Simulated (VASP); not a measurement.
# Se (P3_221) in VASP: further runs, part 2 of 2

VASP 6.6.1.

### Step 3. Single point, PBE (26.56 Å³/atom)

This run uses another cell than the first one, of 26.56 Å³/atom.

Contents of INCAR:

```
SYSTEM = Se
PREC     = Accurate       ! precision mode
ENCUT    = 520            ! plane-wave cutoff, eV
EDIFF    = 1E-6           ! SCF threshold, eV
ISMEAR   = -1             ! smearing method
SIGMA    = 0.03           ! smearing width, eV
LREAL    = .FALSE.        ! projectors in reciprocal space
LASPH    = .TRUE.         ! aspherical terms in the spheres
NELM     = 100            ! most SCF steps
ALGO     = Normal         ! electronic algorithm
ISIF     = 2              ! what is computed and relaxed
LWAVE    = .FALSE.        ! write WAVECAR
LCHARG   = .FALSE.        ! write CHGCAR
GGA      = PE             ! functional
NBANDS   = 16             ! bands
```

Contents of KPOINTS:

```
regular mesh
0
G
  8 8 6
  0 0 0
```

Contents of POSCAR:

```
Se
1.0
    4.3259394702      0.0000000000      0.0000000000
   -2.1629697351      3.7463734764      0.0000000000
    0.0000000000      0.0000000000      4.9162312139
Se
3
Direct
    0.2170000000      0.0000000000      0.1666666667
    0.0000000000      0.2170000000      0.8333333333
    0.7830000000      0.7830000000      0.5000000000
```

Potentials or basis: VASP PAW PBE potentials, release 64 (Se).

Command:

```bash
cat potpaw_PBE.64/Se/POTCAR > POTCAR
mpirun -np 1 vasp_std > vasp.out
```

OUTCAR:

```text
SYSTEM = Se
   PREC = Accurate
   ENCUT = 520
   EDIFF = 1E-6
   ISMEAR = -1
   LREAL = .FALSE.
   LASPH = .TRUE.
   NELM = 100
   ISIF = 2
   GGA = PE

 ion  position               nearest neighbor table
   1  0.217  0.000  0.167-   3 2.31   2 2.31
   2  0.000  0.217  0.833-   3 2.31   1 2.31
   3  0.783  0.783  0.500-   2 2.31   1 2.31

  LATTYP: Found a hexagonal cell.
 ALAT       =     4.3259394702
 C/A-ratio  =     1.1364539998

  Lattice vectors:

 A1 = (   4.3259394702,   0.0000000000,   0.0000000000)
 A2 = (  -2.1629697351,   3.7463734764,   0.0000000000)
 A3 = (   0.0000000000,   0.0000000000,   4.9162312139)

Analysis of symmetry for initial positions (statically):
=====================================================================
 Subroutine PRICEL returns:
 Original cell was already a primitive cell.

 Routine SETGRP: Setting up the symmetry group for a
 hexagonal supercell.

 Subroutine GETGRP returns: Found  6 space group operations
 (whereof  2 operations were pure point group operations)
 out of a pool of 24 trial point group operations.

The static configuration has the point symmetry C_2 .
 The point group associated with its full space group is D_3 .

Analysis of symmetry for dynamics (positions and initial velocities):
=====================================================================
 Subroutine PRICEL returns:
 Original cell was already a primitive cell.

 Routine SETGRP: Setting up the symmetry group for a
 hexagonal supercell.

 Subroutine GETGRP returns: Found  6 space group operations
 (whereof  2 operations were pure point group operations)
 out of a pool of 24 trial point group operations.

The dynamic configuration has the point symmetry C_2 .
 The point group associated with its full space group is D_3 .

 Subroutine INISYM returns: Found  6 space group operations
 (whereof  2 operations are pure point group operations),
 and found     1 'primitive' translations

[... 113 lines left out ...]
   IALGO  =     38    algorithm
   IMIX   =      4    mixing-type and parameters
     AMIX     =   0.40;   BMIX     =  1.00
     AMIX_MAG =   1.60;   BMIX_MAG =  1.00
  volume/ion in A,a.u.               =      26.56       179.23
  Fermi-wavevector in a.u.,A,eV,Ry     =   0.997067  1.884184 13.526135  0.994143
  Thomas-Fermi vector in A             =   2.129198
   LORBIT       =      0    0 simple, 1 ext, 2 COOP (PROOUT), +10 PAW based schemes
   GGA     = PE    functional components
   LHFCALC =     F    Hartree Fock is set to
   AEXX    =    0.0000 exact exchange contribution
   IVDW    =     0    specifies the selected vdW correction
   LEPSILON=     F    determine dielectric tensor
   LRPA    =     F    only Hartree local field effects (RPA)
 non-spin polarized calculation
  energy-cutoff  :      520.00
  volume of cell :       79.68
 maximum number of plane-waves:      2158
   NGX = 17   NGY = 17   NGZ = 19

 number of electron      17.9999999 magnetization

 Free energy of the ion-electron system (eV)
  ---------------------------------------------------
  ext. energy  EPLUGINS =         0.00000000
  ---------------------------------------------------
  free energy    TOTEN  =       -10.30548160 eV

  energy without entropy =      -10.30548160  energy(sigma->0) =      -10.30548160

 E-fermi :   3.5356     XC(G=0):  -8.9203

 val. band max:        2.9848651203   @ k =   0.5000   0.0000   0.5000
 cond. band min:       4.1026643599   @ k =   0.3750   0.2500   0.5000
 fundamental gap:      1.1177992396
 Fermi energy:         3.5355692763

 k-point     1 :       0.0000    0.0000    0.0000
  band No.  band energies     occupation
      1     -13.3574      2.00000
      2      -8.9310      2.00000
      3      -8.9310      2.00000
      4      -1.0812      2.00000
      5      -1.0812      2.00000
      6      -0.9193      2.00000
[... 433 lines left out ...]
      3      -8.2727      2.00000
      4      -2.5544      2.00000
      5      -2.2681      2.00000
      6      -0.5070      2.00000
[... 8 lines left out ...]
     15      11.6885      0.00000
     16      12.5763      0.00000

 [... further k-points ...]

------------------------ aborting loop because EDIFF is reached ----------------------------------------

  FORCE on cell =-STRESS in cart. coord.  units (eV):
  Direction    XX          YY          ZZ          XY          YZ          ZX
  --------------------------------------------------------------------------------------
  -------------------------------------------------------------------------------------
  Total        2.9493394      2.9493394      4.8412131     -0.0000000     -0.0000000      0.0000000
  in kB       59.3077613     59.3077613     97.3511258     -0.0000000     -0.0000000      0.0000000
  external PRESSURE =      71.9888828 kB  Pullay stress =       0.0000000 kB

 VOLUME and BASIS-vectors are now :
 -----------------------------------------------------------------------------
  energy-cutoff  :      520.00
  volume of cell :       79.68
      direct lattice vectors                 reciprocal lattice vectors
     4.325939470  0.000000000  0.000000000     0.231163660  0.133462401  0.000000000
    -2.162969735  3.746373476  0.000000000     0.000000000  0.266924802  0.000000000
     0.000000000  0.000000000  4.916231214     0.000000000  0.000000000  0.203407846

 POSITION                                       TOTAL-FORCE (eV/Angst)
 -----------------------------------------------------------------------------------
      0.93873      0.00000      0.81937         1.448848      0.000000     -0.000000
     -0.46936      0.81296      4.09686        -0.724424      1.254739      0.000000
      1.69361      2.93341      2.45812        -0.724424     -1.254739     -0.000000
 -----------------------------------------------------------------------------------
    total drift:                               -0.000000     -0.000000     -0.000000

  FREE ENERGIE OF THE ION-ELECTRON SYSTEM (eV)
  ---------------------------------------------------
  free  energy   TOTEN  =       -10.3054815960 eV

  energy  without entropy=      -10.3054815957  energy(sigma->0) =      -10.30548160
```

OSZICAR:

```text
N       E                     dE             d eps       ncg     rms          rms(c)
DAV:   1     0.818617892906E+02    0.81862E+02   -0.72339E+03  1600   0.935E+02
DAV:   2    -0.519338709971E+01   -0.87055E+02   -0.82460E+02  2136   0.156E+02
DAV:   3    -0.103526623775E+02   -0.51593E+01   -0.51417E+01  1936   0.427E+01
DAV:   4    -0.103886766227E+02   -0.36014E-01   -0.36007E-01  2120   0.425E+00
DAV:   5    -0.103889325570E+02   -0.25593E-03   -0.25593E-03  1960   0.353E-01    0.787E+00
DAV:   6    -0.103270149872E+02    0.61918E-01   -0.37880E-02  1992   0.120E+00    0.488E+00
DAV:   7    -0.103061535103E+02    0.20861E-01   -0.78296E-02  1872   0.169E+00    0.218E-01
DAV:   8    -0.103053184562E+02    0.83505E-03   -0.87876E-03  1776   0.586E-01    0.111E-01
DAV:   9    -0.103054262807E+02   -0.10782E-03   -0.35657E-04  2264   0.116E-01    0.375E-02
DAV:  10    -0.103054771510E+02   -0.50870E-04   -0.47078E-05  1824   0.465E-02    0.690E-03
DAV:  11    -0.103054816609E+02   -0.45099E-05   -0.83775E-06  2160   0.178E-02    0.411E-03
DAV:  12    -0.103054815960E+02    0.64947E-07   -0.13984E-06  1512   0.775E-03
   1 F= -.10305482E+02 E0= -.10305482E+02  d E =-.238820E-09
```

Run time: 34 s. Hardware: 1 thread of Intel Xeon 6975P-C, shared host; peak memory 0.21 GiB.

What came out:

- Free energy: -10.3055 eV
- Pressure: 7.2 GPa
- Largest force: 1.449 eV/Å
- Band gap on the k mesh: 1.12 eV (least direct gap 1.19 eV)

Forces in eV/Å, atoms in the order of the input:
```
Se   1.449  0.000  0.000
Se  -0.724  1.255  0.000
Se  -0.724 -1.255  0.000
```

Caveat: the cell stands under pressure; forces of over 1 eV/Å act on the atoms, so gaps and moduli don't describe the material at rest.

### Step 4. Single point, PBE (27.37 Å³/atom)

This run uses another cell than the first one, of 27.37 Å³/atom.

Contents of INCAR:

```
SYSTEM = Se
PREC = Accurate
ENCUT = 520
EDIFF = 1E-6
ISMEAR = -1
SIGMA = 0.03
LREAL = .FALSE.
LASPH = .TRUE.
NELM = 60
ALGO = Normal
ISIF = 2
LWAVE = .FALSE.
LCHARG = .FALSE.
GGA = PE
NBANDS = 16
```

KPOINTS is that of step 3.

Contents of POSCAR:

```
Se
1.0
    4.3696387861      0.0000000000      0.0000000000
   -2.1848193931      3.7842181942      0.0000000000
    0.0000000000      0.0000000000      4.9658934763
Se
3
Direct
    0.2170000000      0.0000000000      0.1666666667
    0.0000000000      0.2170000000      0.8333333333
    0.7830000000      0.7830000000      0.5000000000
```

Command:

```bash
cat potpaw_PBE.64/Se/POTCAR > POTCAR
mpirun -np 1 vasp_std > vasp.out
```

Wall time 33 s (1 thread of Intel Xeon 6975P-C, shared host); peak memory 0.21 GiB.

The run converged. Its results:

```
Free energy            : -10.3980 eV
Pressure               : 5.0 GPa
Largest force          : 1.065 eV/Å
Band gap on the k mesh : 1.09 eV (least direct gap 1.16 eV)
```

Forces on the atoms (eV/Å):
```
Se   1.065  0.000  0.000
Se  -0.532  0.922  0.000
Se  -0.532 -0.922  0.000
```

Stress tensor (GPa, compression positive):
```
4.20 0.00 0.00
0.00 4.20 0.00
0.00 0.00 6.64
```

Levels at points of the mesh, in eV from the valence-band top:
| k point | band 5 | band 6 | band 7 | band 8 | band 9 | band 10 | band 11 | band 12 | band 13 | band 14 |
| --- | --- | --- | --- | --- | --- | --- | --- | --- | --- | --- |
| (0.00, 0.00, 0.00) | -3.97 | -3.75 | -2.16 | -2.16 | -0.40 | 2.03 | 2.03 | 2.44 | 6.00 | 6.41 |
| (0.50, 0.00, 0.00) | -4.80 | -3.42 | -2.93 | -1.94 | -1.05 | 2.06 | 2.59 | 4.27 | 5.41 | 7.59 |
| (0.00, 0.00, 0.50) | -3.46 | -3.46 | -1.54 | -1.54 | -1.20 | 1.27 | 1.43 | 1.43 | 6.15 | 7.40 |
| (0.50, 0.00, 0.50) | -4.55 | -4.32 | -1.83 | -1.41 | 0.00 | 1.52 | 2.80 | 3.14 | 6.22 | 7.86 |

Caveat: the cell stands under pressure; forces of over 1 eV/Å act on the atoms, so gaps and moduli don't describe the material at rest. A k mesh can miss the band edges.

### Step 5. The runs side by side

```csv
cell,gap on the mesh (eV),pressure (GPa),largest force (eV/Å)
"a = 4.266, b = 4.266, c = 4.848 Å, angles 90.0, 90.0, 120.0°, 3 atoms",1.16,10.7,2.03
"a = 4.326, b = 4.326, c = 4.916 Å, angles 90.0, 90.0, 120.0°, 3 atoms",1.12,7.2,1.45
"a = 4.370, b = 4.370, c = 4.966 Å, angles 90.0, 90.0, 120.0°, 3 atoms",1.09,5.0,1.06
```

Alike in all rows: task single point; level PBE; potentials or basis VASP PAW PBE potentials, release 64 (Se); no spin polarisation; k mesh 8 × 8 × 6; cutoff (eV) 520; smearing fermi-dirac 0.03 eV.

Caveats: forces of over 1 eV/Å act on the atoms, so gaps and moduli don't describe the material at rest; the cell stands under pressure (at least some runs); the stress differs along the axes, from 9 to 15 GPa (at least some runs).

Absolute energies hang on the potentials; compare differences alone.
